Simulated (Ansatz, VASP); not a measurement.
## Two plane-wave programs on AlN

```xyz
2
Lattice="0.0000 1.9079 2.8618 1.9079 0.0000 2.8618 1.9079 1.9079 0.0000" Properties=species:S:1:pos:R:3 pbc="T T T"
Al    0.0000    0.0000    0.0000
N     2.8618    2.8618    4.2928
```

Alike in both runs: task single point; functional LDA; k mesh 10 × 10 × 10; occupations gaussian, width 0.05 eV; no spin polarisation.

```csv
,VASP,Ansatz
version,VASP 6.6.1,Ansatz 0.2.0
potentials or method,"VASP PAW LDA potentials, release 64 (Al, N), cutoff 520 eV","scalar-relativistic, plane waves, PAW"
valence electrons in the cell,8,8
```

```csv
,VASP,Ansatz,Ansatz less VASP
gap on the k mesh at the Fermi level (eV),none,none,-
pressure (GPa),-7.5,-7.9,-0.44
"traceless stress, the component that is largest in VASP (GPa)",-89.29,-89.45,-0.158
```

LDA's correlation is that of Perdew and Zunger in VASP and of Perdew and Wang (1992) in Ansatz. A gap of «none» marks a metal or a gap that the smearing closes.
